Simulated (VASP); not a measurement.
# Ge (P2_1) in VASP: single point with PBEsol

Aim: the single point of Ge with PBEsol.

Everything below comes from runs of VASP 6.6.1. Logs are shortened: lines on timing, memory, paths and dates and some standing lists are left out, and cuts for length are marked.

## Step 1: The cell of the first run

Symmetry: P2_1, No. 4, monoclinic system. The conventional cell has a = 3.997 Å, b = 6.596 Å, c = 3.997 Å, α = 90.00°, β = 120.00°, γ = 90.00°. Within 3.2 Å of Ge (site symmetry 1) lie 4 Ge at 2.45 to 2.60 Å. Ge (site symmetry 1) has 4 Ge at 2.45 to 2.60 Å within 3.2 Å.

## Step 2: Single point, PBEsol (atoms displaced along several vibrational modes)

INCAR

```
SYSTEM = Ge
ALGO = Fast
EDIFF = 1E-7
ENCUT = 520
GGA = PS
ISIF = 2
ISMEAR = 0
KPAR = 4
LASPH = .True.
LCHARG = .True.
LREAL = .False.
LVHAR = .True.
LWAVE = .False.
NBANDS = 66
NELM = 80
PREC = Accurate
SIGMA = 0.15
```

KPOINTS

```
k-points
0
Gamma
  10 6 6
  0 0 0
```

POSCAR

```
Ge
1.0
   -3.9969482473      0.0000000000      0.0000000000
    0.0000000000      0.0000000000     -6.5963325278
    0.0000000000     -6.9229174395      0.0000000000
Ge
8
Direct
    0.0825629905      0.9370884642      0.3690841569
    0.5825629905      0.9370884642      0.8690841569
    0.4174370095      0.4370884642      0.1309158431
    0.9174370095      0.4370884642      0.6309158431
   -0.0825629905      0.5629115358      0.2975825097
    0.4174370095      0.5629115358      0.7975825097
    0.5825629905      0.0629115358      0.2024174903
    1.0825629905      0.0629115358      0.7024174903
```

Potentials or basis: VASP PAW PBE potentials, release 64 (Ge_d).

On the command line:

```sh
$ cat potpaw_PBE.64/Ge_d/POTCAR > POTCAR
$ mpirun -np 4 vasp_std > vasp.out
```

OUTCAR:

```text
SYSTEM = Ge
   EDIFF = 1E-7
   ENCUT = 520
   GGA = PS
   ISIF = 2
   ISMEAR = 0
   LASPH = .True.
   LREAL = .False.
   NELM = 80
   PREC = Accurate

 ion  position               nearest neighbor table
   1  0.083  0.937  0.369-   7 2.45   7 2.45   8 2.45   5 2.60
   2  0.583  0.937  0.869-   8 2.45   8 2.45   7 2.45   6 2.60
   3  0.417  0.437  0.131-   5 2.45   5 2.45   6 2.45   7 2.60
   4  0.917  0.437  0.631-   6 2.45   6 2.45   5 2.45   8 2.60
   5  0.917  0.563  0.298-   3 2.45   3 2.45   4 2.45   1 2.60
   6  0.417  0.563  0.798-   4 2.45   4 2.45   3 2.45   2 2.60
   7  0.583  0.063  0.202-   1 2.45   1 2.45   2 2.45   3 2.60
   8  0.083  0.063  0.702-   2 2.45   2 2.45   1 2.45   4 2.60

  LATTYP: Found a simple orthorhombic cell.
 ALAT       =     3.9969482473
 B/A-ratio  =     1.6503422410
 C/A-ratio  =     1.7320508076

  Lattice vectors:

 A1 = (  -3.9969482473,   0.0000000000,   0.0000000000)
 A2 = (   0.0000000000,   0.0000000000,  -6.5963325278)
 A3 = (   0.0000000000,  -6.9229174395,   0.0000000000)

Analysis of symmetry for initial positions (statically):
=====================================================================
 Subroutine PRICEL returns following result:

  LATTYP: Found a hexagonal cell.
 ALAT       =     3.9969482473
 C/A-ratio  =     1.6503422411

  Lattice vectors:

 A1 = (  -1.9984741237,  -3.4614587197,   0.0000000000)
 A2 = (  -1.9984741237,   3.4614587198,   0.0000000000)
 A3 = (   0.0000000000,   0.0000000000,  -6.5963325278)

   2 primitive cells build up your supercell.

 Routine SETGRP: Setting up the symmetry group for a
 simple orthorhombic supercell.

 Subroutine GETGRP returns: Found  2 space group operations
 (whereof  1 operations were pure point group operations)
 out of a pool of  8 trial point group operations.

The static configuration has the point symmetry C_1 .
 The point group associated with its full space group is C_2 .

Analysis of symmetry for dynamics (positions and initial velocities):
=====================================================================
 Subroutine PRICEL returns following result:

  LATTYP: Found a hexagonal cell.
 ALAT       =     3.9969482473
 C/A-ratio  =     1.6503422411

  Lattice vectors:

 A1 = (  -1.9984741237,  -3.4614587197,   0.0000000000)
 A2 = (  -1.9984741237,   3.4614587198,   0.0000000000)
 A3 = (   0.0000000000,   0.0000000000,  -6.5963325278)

   2 primitive cells build up your supercell.

[... 112 lines left out ...]
   EDIFF  = 0.1E-06   stopping-criterion for ELM
   LREAL  =      F    real-space projection
   EDIFFG = 0.1E-05   stopping-criterion for IOM
   NSW    =      0    number of steps for IOM
   IBRION =     -1    ionic relax: 0-MD 1-quasi-New 2-CG
   NFREE  =      0    steps in history (QN), initial steepest desc. (CG)
   ISIF   =      2    stress and relaxation
   ISYM   =      2    0-nonsym 1-usesym 2-fastsym
   POTIM  = 0.5000    time-step for ionic-motion
   TEBEG  =    0.0;   TEEND  =   0.0 temperature during run
   PSTRESS=    0.0 pullay stress
   NELECT =     112.0000    total number of electrons
   NUPDOWN=      -1.0000    fix difference up-down
   EMIN   =  10.00;   EMAX   =-10.00  energy-range for DOS
   EFERMI =   0.00;   METHOD = LEGACY
   ISMEAR =     0;   SIGMA  =   0.15  broadening in eV -4-tet -1-fermi 0-gaus
   EFERMI_NEDOS =   21; number of points for ismear=-14 and -15
   IALGO  =     68    algorithm
   IMIX   =      4    mixing-type and parameters
     AMIX     =   0.40;   BMIX     =  1.00
     AMIX_MAG =   1.60;   BMIX_MAG =  1.00
  volume/ion in A,a.u.               =      22.82       153.97
  Fermi-wavevector in a.u.,A,eV,Ry     =   1.391150  2.628893 26.331349  1.935300
  Thomas-Fermi vector in A             =   2.515017
   LORBIT       =      0    0 simple, 1 ext, 2 COOP (PROOUT), +10 PAW based schemes
   GGA     = PS    functional components
   LHFCALC =     F    Hartree Fock is set to
   AEXX    =    0.0000 exact exchange contribution
   IVDW    =     0    specifies the selected vdW correction
   LEPSILON=     F    determine dielectric tensor
   LRPA    =     F    only Hartree local field effects (RPA)
 non-spin polarized calculation
 RMM-DIIS sequential band-by-band and
 Gauss-broadening in eV      SIGMA  =   0.15
  energy-cutoff  :      520.00
  volume of cell :      182.52
 maximum number of plane-waves:      4956
 NGX is ok and might be reduce to    30
   NGX = 15   NGY = 25   NGZ = 25

 number of electron     111.9999957 magnetization

 Free energy of the ion-electron system (eV)
  ---------------------------------------------------
  ext. energy  EPLUGINS =         0.00000000
  ---------------------------------------------------
  free energy    TOTEN  =       -38.76680415 eV

  energy without entropy =      -38.76008217  energy(sigma->0) =      -38.76344316

 E-fermi :   4.8638     XC(G=0): -10.1455

 val. band max:        4.8159190708   @ k =   0.5000   0.3333   0.5000
 cond. band min:       4.8684536467   @ k =   0.0000   0.3333   0.0000
 fundamental gap:      0.0525345759
 Fermi energy:         4.8638497468

 k-point     1 :       0.0000    0.0000    0.0000
  band No.  band energies     occupation
      1     -20.0294      2.00000
      2     -20.0235      2.00000
      3     -20.0196      2.00000
      4     -20.0141      2.00000
      5     -20.0094      2.00000
      6     -20.0027      2.00000
[... 1645 lines left out ...]
     65       9.5944      0.00000
     66       9.6050      0.00000

 [... further k-points ...]
[... 5 lines left out ...]
  --------------------------------------------------------------------------------------
  -------------------------------------------------------------------------------------
  Total       -0.3898150      0.2675533     -3.7516258     -1.0981830      0.0000000      0.0000000
  in kB       -3.4217550      2.3485547    -32.9313763     -9.6397351      0.0000000      0.0000000
  external PRESSURE =     -11.3348589 kB  Pullay stress =       0.0000000 kB

 VOLUME and BASIS-vectors are now :
 -----------------------------------------------------------------------------
  energy-cutoff  :      520.00
  volume of cell :      182.52
      direct lattice vectors                 reciprocal lattice vectors
    -3.996948247  0.000000000  0.000000000    -0.250190880  0.000000000  0.000000000
     0.000000000  0.000000000 -6.596332528     0.000000000  0.000000000 -0.151599392
     0.000000000 -6.922917439  0.000000000     0.000000000 -0.144447772  0.000000000

 POSITION                                       TOTAL-FORCE (eV/Angst)
 -----------------------------------------------------------------------------------
     -0.33000     -2.55514     -6.18135         0.249381      0.217112      0.491796
     -2.32847     -6.01660     -6.18135         0.249381      0.217112      0.491796
     -1.66847     -0.90632     -2.88318        -0.249381     -0.217112      0.491796
     -3.66695     -4.36778     -2.88318        -0.249381     -0.217112      0.491796
     -3.66695     -2.06014     -3.71315        -0.389175     -0.259915     -0.491796
     -1.66847     -5.52160     -3.71315        -0.389175     -0.259915     -0.491796
     -2.32847     -1.40132     -0.41499         0.389175      0.259915     -0.491796
     -0.33000     -4.86278     -0.41499         0.389175      0.259915     -0.491796
 -----------------------------------------------------------------------------------
    total drift:                                0.000001      0.000000     -0.000047

  FREE ENERGIE OF THE ION-ELECTRON SYSTEM (eV)
  ---------------------------------------------------
  free  energy   TOTEN  =       -38.7668041462 eV

  energy  without entropy=      -38.7600821722  energy(sigma->0) =      -38.76344316
```

stdout:

```text
[... 39 lines left out ...]
```

Wall time 14 min (4 MPI ranks of Oxide Virtual Turin-like, shared host); peak memory 0.97 GiB.

What came out:

* Free energy: -38.7668 eV
* Pressure: -1.1 GPa
* Largest force: 0.679 eV/Å
* Band gap on the k mesh: zero (bands 56 and 57 overlap by 0.25 eV)

Forces on the atoms (eV/Å):
```
Ge   0.249  0.217  0.492
Ge   0.249  0.217  0.492
Ge  -0.249 -0.217  0.492
Ge  -0.249 -0.217  0.492
Ge  -0.389 -0.260 -0.492
Ge  -0.389 -0.260 -0.492
Ge   0.389  0.260 -0.492
Ge   0.389  0.260 -0.492
```

Caveat: the cell differs from its parent crystal (atoms displaced along several vibrational modes); semilocal functionals underestimate gaps, and a narrow one can read as zero; the PAW data sets were made with another functional, which shifts forces and pressure a little.

The gap in the log of VASP goes by the Fermi energy; the results here count the filled bands.